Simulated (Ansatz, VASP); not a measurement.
# Two plane-wave programs on AlAs4

```
CELL_PARAMETERS angstrom
3.70209 0.00000 0.00000
-1.85105 3.20611 0.00000
0.00000 0.00000 8.46451
ATOMIC_POSITIONS crystal
Al 0.00000 0.00000 0.00000
As 0.33333 0.66667 0.82171
As 0.33333 0.66667 0.40445
As 0.66667 0.33333 0.17829
As 0.66667 0.33333 0.59555
```

Change from the starting cell: species swapped into the Co4H type (P-3m1, No. 164).

Alike in both runs: functional PBE; k mesh 6 × 6 × 2; occupations gaussian, width 0.2 eV; no spin polarisation.

Ansatz relaxed the structure, and its values are those at the end. VASP's run is a single point on that final structure, the one shown.

|  | VASP | Ansatz |
| --- | --- | --- |
| version | VASP 6.6.1 | Ansatz 0.2.0 |
| potentials or method | VASP PAW PBE potentials, release 64 (Al, As), cutoff 500 eV | scalar-relativistic, plane waves, PAW |
| valence electrons in the cell | 23 | 63 |

|  | VASP | Ansatz | Ansatz less VASP |
| --- | --- | --- | --- |
| gap on the k mesh at the Fermi level (eV) | none | none | - |
| pressure (GPa) | 0.5 | 0.4 | -0.14 |
| rms of the force components (eV/Å) | 0.016 | 0.013 | -0.0037 |

A gap of «none» marks a metal or a gap that the smearing closes. VASP's potentials hold 23 valence electrons a cell and Ansatz's 63, so a difference there can come from the potentials and not from the codes.

The k mesh is coarse, so the values compare programs but aren't converged.
